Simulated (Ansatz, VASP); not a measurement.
# One calculation of YAgC4N4, two programs

```
Y Ag C N
1.0
     6.23076    0.00000    0.00000
     0.00000    6.23076    0.00000
     0.00000    0.00000    6.23076
Y Ag C N
1 1 4 4
Direct
  0.00000 0.00000 0.00000
  0.50000 0.50000 0.50000
  0.19514 0.19514 0.19514
  0.19514 0.80486 0.80486
  0.80486 0.19514 0.80486
  0.80486 0.80486 0.19514
  0.30356 0.30356 0.30356
  0.30356 0.69644 0.69644
  0.69644 0.30356 0.69644
  0.69644 0.69644 0.30356
```

Alike in both runs: task single point; functional PBE; k mesh 4 × 4 × 4; occupations gaussian, width 0.1 eV; no spin polarisation.

```csv
,VASP,Ansatz
version,VASP 6.6.1,Ansatz 0.2.0
potentials or method,"VASP PAW PBE potentials, release 64 (Y_sv, Ag, C, N), cutoff 520 eV","scalar-relativistic, plane waves, PAW"
valence electrons in the cell,58,66
```

```tsv
	VASP	Ansatz	Ansatz less VASP
gap on the k mesh at the Fermi level (eV)	2.92	2.92	0.000
least direct gap on the mesh (eV)	2.97	2.97	0.000
pressure (GPa)	9.6	9.4	-0.20
rms of the force components (eV/Å)	1.411	1.582	+0.1702
```

Atom by atom the forces differ by 0.208 eV/Å (rms over components). VASP's potentials hold 58 valence electrons a cell and Ansatz's 66, so a difference there can come from the potentials and not from the codes.

Noted on VASP's run: the standard files for N, O and F lose accuracy on very short bonds.
